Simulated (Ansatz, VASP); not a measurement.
**ZnS in VASP and in Ansatz**

```
Zn S
1.0
     0.00000    2.62351    2.70465
     2.62351    0.00000    2.70465
     2.62351    2.62351    0.00000
Zn S
1 1
Cartesian
  0.0000 0.0000 0.0000
  3.9353 3.9353 4.0570
```

Change from the starting cell: equal xx and yy strain of -3 %, crystal datasets.

Alike in both runs: task electric field gradients; functional PBEsol; k mesh 8 × 8 × 8; occupations fermi-dirac, width 0.01 eV; no spin polarisation.

|  | VASP | Ansatz |
| --- | --- | --- |
| version | VASP 6.6.1 | Ansatz 0.2.0 |
| potentials or method | VASP PAW PBE potentials, release 64 (Zn, S), cutoff 520 eV | all-electron PAW with datasets made for the crystal, scalar-relativistic |

```tsv
	VASP	Ansatz	Ansatz less VASP
gap on the k mesh at the Fermi level (eV)	2.19	2.18	-0.006
pressure (GPa)	2.9	2.6	-0.22
traceless stress, the component that is largest in VASP (GPa)	-0.88	-0.88	-0.006
size of Vzz on the site where it differs most (V/Å²)	6.4	6.6	+0.18
```

VASP's potentials were made for PBE, not for PBEsol. Ansatz ran all-electron here, and VASP with PAW potentials.
